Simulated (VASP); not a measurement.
# Mg12H (a cell with a defect) in VASP: further runs

Mg12H (a cell with a defect) is run at these levels: PBE; tasks: single point.

All numbers are computed with VASP 6.6.1; they aren't measurements. Logs are shortened: lines on timing, memory, paths and dates and some standing lists are left out, and cuts for length are marked.

## 1. The cell of the first run

The cell holds a defect, 13 atoms: a = 6.420 Å, b = 9.630 Å, c = 5.213 Å, α = 90.00°, β = 90.00°, γ = 120.00°.

## 2. Single point, PBE

File INCAR:

```
SYSTEM = Mg12H
  ALGO = Normal
  EDIFF = 1E-7
  ENCUT = 520
  GGA = PE
  ISIF = 2
  ISMEAR = 0
  LASPH = .True.
  LCHARG = .False.
  LREAL = .False.
  LWAVE = .False.
  NBANDS = 24
  NELM = 60
  PREC = Accurate
  SIGMA = 0.15
```

File KPOINTS:

```
k-points
0
Gamma
  4 3 4
  0 0 0
```

File POSCAR:

```
Mg12H
1.0
    6.4200000000      0.0000000000      0.0000000000
   -4.8150000000      8.3398250000      0.0000000000
    0.0000000000      0.0000000000      5.2130400000
Mg H
12 1
Direct
   -0.0003303905     -0.0004187138     -0.0041833556
    0.1624505563      0.2198958611      0.4971565536
   -0.0014173256      0.3316383737     -0.0034478922
    0.1722582211      0.5489368182      0.4999835029
    0.0005087833      0.6661172147      0.0102026840
    0.1736870648      0.9002305204      0.4994475392
    0.5013136194      0.0002952100     -0.0055288277
    0.6686756993      0.2227015555      0.4956351764
    0.4979417638      0.3307661732     -0.0045290272
    0.6534654129      0.5502911632      0.4999042785
    0.5002799865      0.6664437203     -0.0043061246
    0.6675490327      0.8889775265      0.4939421144
    0.0027859883      0.6680396771      0.4235386646
```

Potentials or basis: VASP PAW PBE potentials, release 64 (Mg, H).

Started as:

```
> cat potpaw_PBE.64/Mg/POTCAR potpaw_PBE.64/H/POTCAR > POTCAR
> mpirun -np 1 vasp_std > vasp.out
```

OUTCAR:

```text
SYSTEM = Mg12H
   EDIFF = 1E-7
   ENCUT = 520
   GGA = PE
   ISIF = 2
   ISMEAR = 0
   LASPH = .True.
   LREAL = .False.
   NELM = 60
   PREC = Accurate

 ion  position               nearest neighbor table
   1  1.000  1.000  0.996-   6 3.15   6 3.18   2 3.18  12 3.19   9 3.19   2 3.19   3 3.20  12 3.20
                             7 3.20  11 3.21   5 3.21   7 3.22
   2  0.162  0.220  0.497-   6 3.12   4 3.14  10 3.17  12 3.18   1 3.18   8 3.18   3 3.19   1 3.19
                             3 3.19   9 3.20   9 3.21   8 3.24
   3  0.999  0.332  0.997-   4 3.16   8 3.18   2 3.19   4 3.19   8 3.19   7 3.19   2 3.19   1 3.20
                             9 3.21   9 3.21   5 3.22  11 3.22
   4  0.172  0.549  0.500-  13 1.98  10 3.08   2 3.14   3 3.16  11 3.16   8 3.19   3 3.19  11 3.20
                             5 3.20  12 3.23   5 3.29  10 3.34   6 3.38
   5  0.001  0.666  0.010-  13 2.15  10 3.20   4 3.20  11 3.21   6 3.21  11 3.21   1 3.21   3 3.22
                             7 3.22   9 3.23  10 3.29   4 3.29   6 3.30
   6  0.174  0.900  0.499-  13 1.98   2 3.12   8 3.14   1 3.15   7 3.16   1 3.18  12 3.20   7 3.20
                             5 3.21  12 3.23   5 3.30  10 3.35   4 3.38
   7  0.501  0.000  0.994-   6 3.16   3 3.19   9 3.19   8 3.19  12 3.20  12 3.20   6 3.20   1 3.20
                             8 3.20  11 3.21   1 3.22   5 3.22
   8  0.669  0.223  0.496-   6 3.14   3 3.18   2 3.18   4 3.19   3 3.19   7 3.19   9 3.20   9 3.20
                             7 3.20  10 3.20  12 3.21   2 3.24
   9  0.498  0.331  0.995-  10 3.17   7 3.19   1 3.19   8 3.20   8 3.20   2 3.20  10 3.20   3 3.21
                             3 3.21   2 3.21  11 3.23   5 3.23
  10  0.653  0.550  0.500-  13 1.98   4 3.08  11 3.16   9 3.17   2 3.17  11 3.20   5 3.20   8 3.20
                             9 3.20  12 3.22   5 3.29   4 3.34   6 3.35
  11  0.500  0.666  0.996-  10 3.16   4 3.16  12 3.19  10 3.20   4 3.20   1 3.21  12 3.21   5 3.21
                             7 3.21   5 3.21   3 3.22   9 3.23
  12  0.668  0.889  0.494-   2 3.18   1 3.19  11 3.19   7 3.20   6 3.20   7 3.20   1 3.20  11 3.21
                             8 3.21  10 3.22   6 3.23   4 3.23
  13  0.003  0.668  0.424-   4 1.98   6 1.98  10 1.98   5 2.15

  LATTYP: Found a simple monoclinic cell.
 ALAT       =     6.4200000000
 B/A-ratio  =     0.8120000000
 C/A-ratio  =     1.3228757108
 COS(beta)  =    -0.1889822286

  Lattice vectors:

 A1 = (   6.4200000000,   0.0000000000,   0.0000000000)
 A2 = (   0.0000000000,   0.0000000000,   5.2130400000)
 A3 = (  -1.6050000000,  -8.3398250000,   0.0000000000)

Analysis of symmetry for initial positions (statically):
=====================================================================
 Subroutine PRICEL returns:
 Original cell was already a primitive cell.

 Routine SETGRP: Setting up the symmetry group for a
 simple monoclinic supercell.

 Subroutine GETGRP returns: Found  1 space group operations
 (whereof  1 operations were pure point group operations)
 out of a pool of  4 trial point group operations.

The static configuration has the point symmetry C_1 .

Analysis of symmetry for dynamics (positions and initial velocities):
=====================================================================
 Subroutine PRICEL returns:
 Original cell was already a primitive cell.

 Routine SETGRP: Setting up the symmetry group for a
 simple monoclinic supercell.

 Subroutine GETGRP returns: Found  1 space group operations
 (whereof  1 operations were pure point group operations)
 out of a pool of  4 trial point group operations.

The dynamic configuration has the point symmetry C_1 .

 Subroutine INISYM returns: Found  1 space group operations
 (whereof  1 operations are pure point group operations),
 and found     1 'primitive' translations

----------------------------------------------------------------------------------------

                                     Primitive cell

  volume of cell :     279.1149

  direct lattice vectors                    reciprocal lattice vectors
     6.420000000  0.000000000  0.000000000     0.155763240  0.089929945  0.000000000
    -4.815000000  8.339825000  0.000000000     0.000000000  0.119906593  0.000000000
     0.000000000  0.000000000  5.213040000     0.000000000  0.000000000  0.191826650

  length of vectors
     6.420000000  9.630000313  5.213040000     0.179859895  0.119906593  0.191826650

  position of ions in fractional coordinates (direct lattice)
     0.999669610  0.999581286  0.995816644
     0.162450556  0.219895861  0.497156554
[... 42 lines left out ...]

  Length of vectors
     0.044964974  0.039968864  0.047956663

  Shift w.r.t. Gamma in fractional coordinates (k-lattice)
     0.000000000  0.000000000  0.000000000

 Subroutine IBZKPT returns following result:
 ===========================================

 Found     26 irreducible k-points:

 Following reciprocal coordinates:
            Coordinates               Weight
  0.000000  0.000000  0.000000      1.000000
  0.250000  0.000000  0.000000      2.000000
  0.500000  0.000000  0.000000      1.000000
  0.000000  0.333333  0.000000      2.000000
  0.250000  0.333333  0.000000      2.000000
  0.500000  0.333333  0.000000      2.000000
[... 16 lines left out ...]
  0.000000  0.333333  0.500000      2.000000
  0.250000  0.333333  0.500000      2.000000
 [... further k-points ...]
   k-points           NKPTS =     26   k-points in BZ     NKDIM =     26   number of bands    NBANDS=     24
   number of dos      NEDOS =    301   number of ions     NIONS =     13
   total plane-waves  NPLWV = 138240
   dimension x,y,z NGX =    48 NGY =   72 NGZ =   40
   dimension x,y,z NGXF=    96 NGYF=  144 NGZF=   80
   ions per type =              12   1
   NGX,Y,Z   is equivalent  to a cutoff of  12.43, 12.43, 12.76 a.u.
   NGXF,Y,Z  is equivalent  to a cutoff of  24.86, 24.86, 25.51 a.u.
 SYSTEM =  Mg12H
   PREC   = accura    normal or accurate (medium, high low for compatibility)
   ISTART =      0    job   : 0-new  1-cont  2-samecut
   ICHARG =      2    charge: 1-file 2-atom 10-const
   ISPIN  =      1    spin polarized calculation?
   LNONCOLLINEAR =      F non collinear calculations
   LSORBIT =      F    spin-orbit coupling
   LASPH  =      T    aspherical Exc in radial PAW
   ENCUT  =  520.0 eV  38.22 Ry    6.18 a.u.  11.94 17.91  9.69*2*pi/ulx,y,z
   NELM   =     60;   NELMIN=  2; NELMDL= -5     # of ELM steps
   EDIFF  = 0.1E-06   stopping-criterion for ELM
   LREAL  =      F    real-space projection
   EDIFFG = 0.1E-05   stopping-criterion for IOM
   NSW    =      0    number of steps for IOM
   IBRION =     -1    ionic relax: 0-MD 1-quasi-New 2-CG
   NFREE  =      0    steps in history (QN), initial steepest desc. (CG)
   ISIF   =      2    stress and relaxation
   ISYM   =      2    0-nonsym 1-usesym 2-fastsym
   POTIM  = 0.5000    time-step for ionic-motion
   TEBEG  =    0.0;   TEEND  =   0.0 temperature during run
   PSTRESS=    0.0 pullay stress
   NELECT =      25.0000    total number of electrons
   NUPDOWN=      -1.0000    fix difference up-down
   EMIN   =  10.00;   EMAX   =-10.00  energy-range for DOS
   EFERMI =   0.00;   METHOD = LEGACY
   ISMEAR =     0;   SIGMA  =   0.15  broadening in eV -4-tet -1-fermi 0-gaus
   EFERMI_NEDOS =   21; number of points for ismear=-14 and -15
   IALGO  =     38    algorithm
   IMIX   =      4    mixing-type and parameters
     AMIX     =   0.40;   BMIX     =  1.00
     AMIX_MAG =   1.60;   BMIX_MAG =  1.00
  volume/ion in A,a.u.               =      21.47       144.89
  Fermi-wavevector in a.u.,A,eV,Ry     =   0.732477  1.384180  7.299827  0.536522
  Thomas-Fermi vector in A             =   1.824949
   LORBIT       =      0    0 simple, 1 ext, 2 COOP (PROOUT), +10 PAW based schemes
   GGA     = PE    functional components
   LHFCALC =     F    Hartree Fock is set to
   AEXX    =    0.0000 exact exchange contribution
   IVDW    =     0    specifies the selected vdW correction
   LEPSILON=     F    determine dielectric tensor
   LRPA    =     F    only Hartree local field effects (RPA)
 non-spin polarized calculation
 Gauss-broadening in eV      SIGMA  =   0.15
  energy-cutoff  :      520.00
  volume of cell :      279.11
 maximum number of plane-waves:      7534
   NGX = 23   NGY = 35   NGZ = 19

 number of electron      25.0000000 magnetization

 Free energy of the ion-electron system (eV)
  ---------------------------------------------------
  ext. energy  EPLUGINS =         0.00000000
  ---------------------------------------------------
  free energy    TOTEN  =       -21.30872744 eV

  energy without entropy =      -21.24770338  energy(sigma->0) =      -21.27821541

 E-fermi :   2.6826     XC(G=0):  -8.4982

 val. band max:        2.6802999290   @ k =   0.2500   0.3333   0.2500
 cond. band min:       2.7056732275   @ k =   0.2500  -0.3333   0.2500
 fundamental gap:      0.0253732985
 Fermi energy:         2.6826112654

 k-point     1 :       0.0000    0.0000    0.0000
  band No.  band energies     occupation
      1      -4.8210      2.00000
      2      -3.0917      2.00000
      3      -2.1474      2.00000
      4      -1.3095      2.00000
      5      -0.5658      2.00000
      6      -0.0319      2.00000
[... 637 lines left out ...]
     23       6.9184      0.00000
     24       7.7635      0.00000

 [... further k-points ...]

------------------------ aborting loop because EDIFF is reached ----------------------------------------

  FORCE on cell =-STRESS in cart. coord.  units (eV):
  Direction    XX          YY          ZZ          XY          YZ          ZX
  --------------------------------------------------------------------------------------
  -------------------------------------------------------------------------------------
  Total       -0.8516273     -0.3762587      0.5067838     -0.6348828     -0.1408092     -0.0656441
  in kB       -4.8885172     -2.1598026      2.9090440     -3.6443586     -0.8082741     -0.3768107
  external PRESSURE =      -1.3797586 kB  Pullay stress =       0.0000000 kB

 VOLUME and BASIS-vectors are now :
 -----------------------------------------------------------------------------
  energy-cutoff  :      520.00
  volume of cell :      279.11
      direct lattice vectors                 reciprocal lattice vectors
     6.420000000  0.000000000  0.000000000     0.155763240  0.089929945  0.000000000
    -4.815000000  8.339825000  0.000000000     0.000000000  0.119906593  0.000000000
     0.000000000  0.000000000  5.213040000     0.000000000  0.000000000  0.191826650

 POSITION                                       TOTAL-FORCE (eV/Angst)
 -----------------------------------------------------------------------------------
      1.60489      8.33633      5.19123         0.000239     -0.003197      0.001611
     -0.01587      1.83389      2.59170         0.000823      0.001245      0.004752
      4.81406      2.76581      5.19507        -0.000493      0.002476      0.002380
     -1.53723      4.57804      2.60643        -0.010403      0.003775      0.025687
     -3.20409      5.55530      0.05319         0.000105      0.002746      0.022109
     -3.21954      7.50776      2.60364         0.001776     -0.009858      0.024492
      3.21701      0.00246      5.18422        -0.000704     -0.002760      0.000759
      3.22059      1.85729      2.58377        -0.000611      0.002730      0.002236
      1.60415      2.75853      5.18943         0.000921      0.001090      0.001160
      1.54560      4.58933      2.60602         0.010440      0.003079      0.026378
      0.00287      5.55802      5.19059        -0.000032      0.000925      0.001926
      0.00524      7.41392      2.57494        -0.001678     -0.003105      0.000053
     -3.19873      5.57133      2.20792        -0.000384      0.000855     -0.113544
 -----------------------------------------------------------------------------------
    total drift:                                0.000021     -0.000002     -0.000255

  FREE ENERGIE OF THE ION-ELECTRON SYSTEM (eV)
  ---------------------------------------------------
  free  energy   TOTEN  =       -21.3087274441 eV

  energy  without entropy=      -21.2477033772  energy(sigma->0) =      -21.27821541
```

Wall time 11 min (1 thread of AMD EPYC, shared host); peak memory 0.39 GiB.

What came out:

```yaml
Free_energy: -21.3087 eV
Pressure: -0.1 GPa
Largest_force: 0.114 eV/Å
Band_gap_on_the_k_mesh: zero (an odd number of electrons rules out a gap without spin polarisation)
```

Forces on the atoms (eV/Å):
```
Mg   0.000 -0.003  0.002
Mg   0.001  0.001  0.005
Mg   0.000  0.002  0.002
Mg  -0.010  0.004  0.026
Mg   0.000  0.003  0.022
Mg   0.002 -0.010  0.024
Mg  -0.001 -0.003  0.001
Mg  -0.001  0.003  0.002
Mg   0.001  0.001  0.001
Mg   0.010  0.003  0.026
Mg   0.000  0.001  0.002
Mg  -0.002 -0.003  0.000
H    0.000  0.001 -0.114
```

Levels at points of the mesh, in eV from the Fermi level:
```csv
k point,band 9,band 10,band 11,band 12,band 13,band 14,band 15,band 16
"(0.00, 0.00, 0.00)",-1.63,-0.80,-0.25,0.06,0.21,0.28,0.48,1.48
"(0.50, 0.00, 0.00)",-0.62,-0.60,-0.43,-0.19,-0.17,-0.14,0.09,0.27
"(0.00, 0.00, 0.50)",-1.91,-1.90,-1.45,-1.15,-0.64,-0.54,0.64,1.09
"(0.50, 0.00, 0.50)",-1.80,-0.88,-0.81,-0.78,0.35,0.70,0.81,0.83
```

## 3. Single point, PBE

File INCAR:

```
PREC = Accurate
ENCUT = 520
EDIFF = 1E-7
ISMEAR = 0
SIGMA = 0.15
LREAL = False
LASPH = True
NELM = 100
ALGO = Normal
ISIF = 2
LWAVE = False
LCHARG = True
GGA = PE
LELF = True
LVHAR = True
NBANDS = 24
```

File KPOINTS:

```
Automatic mesh
0
Gamma
  4 3 4
```

File POSCAR:

```
Mg12H
1.0
    6.4200000000      0.0000000000      0.0000000000
   -4.8150000000      8.3398250000      0.0000000000
    0.0000000000      0.0000000000      5.2130400000
Mg H
12 1
Direct
   -0.0005680759     -0.0007906641     -0.0047866504
    0.1623732244      0.2198284736      0.4970224667
   -0.0009540346      0.3322380266     -0.0034922042
    0.1709723989      0.5496662100      0.4995039363
    0.0010692447      0.6666701040      0.0054526725
    0.1726276611      0.8983340778      0.5003042371
    0.5013078335      0.0002112754     -0.0069347252
    0.6688944830      0.2231589991      0.4942737827
    0.4982589734      0.3308917154     -0.0052290027
    0.6558846050      0.5506426094      0.4996138530
    0.5002269606      0.6663888031     -0.0061584028
    0.6669493133      0.8885222412      0.4913610868
    0.0029551128      0.6681827257      0.3979321087
```

Potentials or basis: VASP PAW PBE potentials, release 64 (Mg, H).

Started as:

```
> cat potpaw_PBE.64/Mg/POTCAR potpaw_PBE.64/H/POTCAR > POTCAR
> mpirun -np 1 vasp_std > vasp.out
```

It took 12 min on 1 thread of AMD EPYC, shared host; peak memory 0.38 GiB.

The run converged. Its results:

- Free energy: -21.3168 eV
- Pressure: -0.1 GPa
- Largest force: 0.022 eV/Å
- Band gap on the k mesh: zero (an odd number of electrons rules out a gap without spin polarisation)

Forces in eV/Å, atoms in the order of the input:
```
Mg  -0.003  0.015 -0.002
Mg   0.005  0.002  0.004
Mg   0.006 -0.013 -0.009
Mg   0.004  0.008  0.004
Mg  -0.002 -0.011 -0.009
Mg  -0.003 -0.001 -0.009
Mg   0.004  0.015 -0.002
Mg  -0.002 -0.019  0.011
Mg  -0.008 -0.008 -0.006
Mg  -0.006  0.013  0.000
Mg   0.002 -0.006  0.003
Mg   0.004  0.004  0.012
H   -0.002  0.001  0.003
```

Stress tensor (GPa, compression positive):
```
-0.50 -0.37 -0.04
-0.37 -0.31 -0.10
-0.04 -0.10  0.39
```

Levels at points of the mesh, in eV from the Fermi level:
| k point | band 10 | band 11 | band 12 | band 13 | band 14 | band 15 |
| --- | --- | --- | --- | --- | --- | --- |
| (0.00, 0.00, 0.00) | -0.81 | -0.24 | 0.05 | 0.22 | 0.30 | 0.49 |
| (0.50, 0.00, 0.00) | -0.60 | -0.41 | -0.18 | -0.17 | -0.14 | 0.12 |
| (0.00, 0.00, 0.50) | -1.90 | -1.43 | -1.15 | -0.64 | -0.55 | 0.64 |
| (0.50, 0.00, 0.50) | -0.87 | -0.81 | -0.78 | 0.35 | 0.71 | 0.81 |

## 4. Single point, PBE

File INCAR:

```
SYSTEM = Mg12H
PREC = Accurate
ENCUT = 520
EDIFF = 1E-7
ISMEAR = 0
SIGMA = 0.15
LREAL = .False.
LASPH = .True.
NELM = 100
ALGO = Normal
ISIF = 2
LWAVE = .False.
LCHARG = .False.
GGA = PE
NBANDS = 24
```

File KPOINTS:

```
Automatic mesh
0
Gamma
  4 3 4
  0 0 0
```

POSCAR is that of step 3.

Started as:

```
> cat potpaw_PBE.64/Mg/POTCAR potpaw_PBE.64/H/POTCAR > POTCAR
> mpirun -np 1 vasp_std > vasp.out
```

Wall time 4.1 min (1 thread of Oxide Virtual Turin-like, shared host); peak memory 0.38 GiB.

It converged, with:

- Free energy: -21.3168 eV
- Pressure: -0.1 GPa
- Largest force: 0.022 eV/Å
- Band gap on the k mesh: zero (an odd number of electrons rules out a gap without spin polarisation)

Forces on the atoms (eV/Å):
```
Mg  -0.003  0.015 -0.002
Mg   0.005  0.002  0.004
Mg   0.006 -0.013 -0.009
Mg   0.004  0.008  0.004
Mg  -0.002 -0.011 -0.009
Mg  -0.003 -0.001 -0.009
Mg   0.004  0.015 -0.002
Mg  -0.002 -0.019  0.011
Mg  -0.008 -0.008 -0.006
Mg  -0.006  0.013  0.000
Mg   0.002 -0.006  0.003
Mg   0.004  0.004  0.012
H   -0.002  0.001  0.003
```

Stress tensor (GPa, compression positive):
```
-0.50 -0.37 -0.04
-0.37 -0.31 -0.10
-0.04 -0.10  0.39
```

Levels at points of the mesh, in eV from the Fermi level:
```
           k point  band 8  band 9  band 10  band 11  band 12  band 13  band 14  band 15  band 16  band 17
(0.00, 0.00, 0.00)   -1.86   -1.57    -0.81    -0.24     0.05     0.22     0.30     0.49     1.44     1.69
(0.50, 0.00, 0.00)   -0.63   -0.62    -0.60    -0.41    -0.18    -0.17    -0.14     0.12     0.28     0.78
(0.00, 0.00, 0.50)   -1.96   -1.91    -1.90    -1.43    -1.15    -0.64    -0.55     0.64     1.10     1.20
(0.50, 0.00, 0.50)   -3.83   -1.79    -0.87    -0.81    -0.78     0.35     0.71     0.81     0.83     2.04
```

The gap in the log of VASP goes by the Fermi energy; the results here count the filled bands.